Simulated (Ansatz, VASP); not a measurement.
TiAl in VASP and in Ansatz

```
Ti Al
1.0
     2.86726    0.00000    0.00000
    -1.43363    2.48312    0.00000
     0.00000    0.00000    4.67808
Ti Al
1 1
Direct
  0.00000 0.00000 0.00000
  0.33333 0.66667 0.50000
```

Alike in both runs: task relaxation of cell and atoms; functional PBEsol; dispersion D3(BJ); k mesh 11 × 11 × 6; occupations fermi-dirac, width 0.05 eV; no spin polarisation.

|  | VASP | Ansatz |
| --- | --- | --- |
| version | VASP 6.6.1 | Ansatz 0.2.0 |
| potentials or method | VASP PAW PBE potentials, release 64 (Ti_sv, Al) | Ansatz PAW |
| plane-wave cutoff (eV) | 600 | 420 |
| valence electrons in the cell | 15 | 15 |

Ansatz gave:

- gap on the k mesh at the Fermi level, each at its own relaxed structure (eV): none
- relaxed volume (Å³/atom): 15.55
- relaxed cell length with the largest relative difference (Å): 2.804

**Question.** Which values does VASP return?

**Answer.** gap on the k mesh at the Fermi level, each at its own relaxed structure (eV): none; relaxed volume (Å³/atom): 15.54; relaxed cell length with the largest relative difference (Å): 2.803.

VASP's potentials were made for PBE, not for PBEsol. A gap of «none» marks a metal or a gap that the smearing closes.

Noted on Ansatz's run: the plane-wave basis is chosen anew once the cell has moved, so the energies of steps on either side of that aren't comparable.
